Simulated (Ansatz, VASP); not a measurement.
# One calculation of K, two programs

```xyz
1
Lattice="-2.7331 2.7331 2.7331 2.7331 -2.7331 2.7331 2.7331 2.7331 -2.7331" Properties=species:S:1:pos:R:3 pbc="T T T"
K     0.0000    0.0000    0.0000
```

Alike in both runs: task single point; functional LDA; k mesh 7 × 7 × 7; occupations fermi-dirac, width 0.05 eV; no spin polarisation.

|  | VASP | Ansatz |
| --- | --- | --- |
| version | VASP 6.6.1 | Ansatz 0.2.0 |
| potentials or method | VASP PAW LDA potentials, release 64 (K_sv) | Ansatz PAW |
| plane-wave cutoff (eV) | 520 | 420 |
| valence electrons in the cell | 9 | 9 |

|  | VASP | Ansatz | Ansatz less VASP |
| --- | --- | --- | --- |
| gap on the k mesh at the Fermi level (eV) | none | none | - |
| pressure (GPa) | -0.7 | -0.7 | +0.01 |

LDA's correlation is that of Perdew and Zunger in VASP and of Perdew and Wang (1992) in Ansatz. A gap of «none» marks a metal or a gap that the smearing closes.
